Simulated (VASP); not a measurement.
Crystal: BaTaH5.

```xyz
7
Lattice="3.8183 0.0000 0.0000 0.0000 3.8183 0.0000 0.0000 0.0000 6.1861" Properties=species:S:1:pos:R:3 pbc="T T T"
Ba    0.0000    0.0000    0.0000
Ta    0.0000    0.0000    3.0931
H     1.9092    1.9092    0.0000
H     1.9092    0.0000    4.2953
H     0.0000    1.9092    4.2953
H     1.9092    0.0000    1.8908
H     0.0000    1.9092    1.8908
```

- Program: VASP 6.6.1
- Task: relaxation of cell and atoms
- Functional: PBE
- Potentials or basis: VASP PAW PBE potentials, release 64 (Ba_sv, Ta_pv, H)
- Cutoff: 600 eV
- k mesh: 4 × 4 × 4
- Occupations: gaussian, width 0.1 eV
- Spin: no spin polarisation

At the start: pressure -8.3 GPa; volume 12.88 Å³/atom.

**Question.** How do energy, volume and symmetry change on relaxing?

**Answer.** Over 11 steps the energy falls by 304.4 meV/atom and the volume is 11.47 Å³/atom (-11.0 %); space group P4/mmm (No. 123, to 0.05 Å).

The path:
```csv
step,energy change (eV),largest force (eV/Å),pressure (GPa),volume (Å³)
1,0.0000,1.1415,-8.34,90.19
2,-1.3410,0.9269,-4.33,81.46
3,-1.8686,0.5867,2.10,74.72
4,-1.8932,0.4096,5.81,72.10
5,-1.8987,0.4519,4.92,72.68
6,-2.0373,0.3696,1.81,75.91
7,-2.0861,0.2977,-1.10,79.85
8,-2.0862,0.3018,-0.88,79.52
9,-2.1169,0.1518,-0.06,79.32
10,-2.1276,0.0130,0.86,79.10
11,-2.1310,0.0082,-0.17,80.28
```

Final structure:
```yaml
crystal:
  lattice:
    - [3.39692, 0.00000, 0.00000]
    - [0.00000, 3.39692, 0.00000]
    - [0.00000, 0.00000, 6.95759]
  atoms:
    - { symbol: Ba, position: [0.00000, 0.00000, 0.00000] }
    - { symbol: Ta, position: [0.00000, 0.00000, 0.50000] }
    - { symbol: H, position: [0.50000, 0.50000, 0.00000] }
    - { symbol: H, position: [0.50000, 0.00000, 0.65669] }
    - { symbol: H, position: [0.00000, 0.50000, 0.65669] }
    - { symbol: H, position: [0.50000, 0.00000, 0.34331] }
    - { symbol: H, position: [0.00000, 0.50000, 0.34331] }
```

Caveat: the k points lie up to 0.46 Å⁻¹ apart in the final cell.
